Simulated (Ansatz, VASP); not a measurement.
## Ti3Al2 in VASP and in Ansatz

```
Ti Al
1.0
    -4.67933    0.00000    0.00000
     0.00000    0.00000   -4.67933
     0.00000   -9.35866    0.00000
Ti Al
6 4
Direct
  0.50000 0.00000 0.50000
  0.50000 0.00000 0.00000
  0.00000 0.00000 0.75000
  0.00000 0.00000 0.25000
  0.00000 0.50000 0.50000
  0.00000 0.50000 0.00000
  0.50000 0.50000 0.75000
  0.50000 0.50000 0.25000
  0.00000 0.00000 0.50000
  0.00000 0.00000 0.00000
```

Alike in both runs: task single point; functional PBE; k mesh 6 × 6 × 4; occupations gaussian, width 0.2 eV; no spin polarisation.

|  | VASP | Ansatz |
| --- | --- | --- |
| version | VASP 6.6.1 | Ansatz 0.2.0 |
| potentials or method | VASP PAW PBE potentials, release 64 (Ti_sv, Al), cutoff 520 eV | scalar-relativistic, plane waves, PAW |
| valence electrons in the cell | 84 | 84 |

```tsv
	VASP	Ansatz	Ansatz less VASP
gap on the k mesh at the Fermi level (eV)	none	none	-
pressure (GPa)	0.1	0.1	-0.01
```

A gap of «none» marks a metal or a gap that the smearing closes.
